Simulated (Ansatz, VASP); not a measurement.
**Two plane-wave programs on Ir**

```
Ir
1.0
     2.72927    0.00000    0.00000
    -1.36463    2.36361    0.00000
     0.00000    0.00000    4.42174
Ir
2
Direct
  0.66667 0.33333 0.75000
  0.33333 0.66667 0.25000
```

Alike in both runs: task single point; functional r2SCAN; k mesh 30 × 30 × 16; occupations gaussian, width 0.15 eV; no spin polarisation.

|  | VASP | Ansatz |
| --- | --- | --- |
| version | VASP 6.6.1 | Ansatz 0.2.0 |
| potentials or method | VASP PAW PBE potentials, release 64 (Ir), cutoff 520 eV | scalar-relativistic, plane waves, PAW |
| valence electrons in the cell | 18 | 34 |

```csv
,VASP,Ansatz,Ansatz less VASP
gap on the k mesh at the Fermi level (eV),none,none,-
pressure (GPa),2.6,0.1,-2.48
"traceless stress, the component that is largest in VASP (GPa)",0.35,0.22,-0.124
```

VASP's potentials were made for PBE, not for r2SCAN. A gap of «none» marks a metal or a gap that the smearing closes. With one functional, cell and mesh, what is left measures potentials, basis and numerics. VASP's potentials hold 18 valence electrons a cell and Ansatz's 34, so a difference there can come from the potentials and not from the codes.

Spin-orbit coupling is off throughout.
